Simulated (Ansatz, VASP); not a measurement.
**AlP in VASP and in Ansatz**

```
CELL_PARAMETERS angstrom
0.00000 2.73926 2.73926
2.72556 0.00000 2.73926
2.72556 2.73926 0.00000
ATOMIC_POSITIONS crystal
Al 0.00000 0.00000 0.00000
P 0.25000 0.25000 0.25000
```

Change from the starting cell: uniaxial_x strain -0.5%.

Alike in both runs: task single point; functional r2SCAN; k mesh 8 × 8 × 8; no spin polarisation.

```csv
,VASP,Ansatz
version,VASP 6.6.1,Ansatz 0.2.0
potentials or method,"VASP PAW PBE potentials, release 64 (Al, P)","plane waves, PAW"
plane-wave cutoff (eV),550,500
occupations,"gaussian, width 0.01 eV",fixed
valence electrons in the cell,8,8
```

```tsv
	VASP	Ansatz	Ansatz less VASP
gap on the k mesh at the Fermi level (eV)	1.88	1.88	-0.002
pressure (GPa)	0.2	0.5	+0.31
traceless stress, the component that is largest in VASP (GPa)	0.23	0.23	-0.003
```

VASP's potentials were made for PBE, not for r2SCAN.
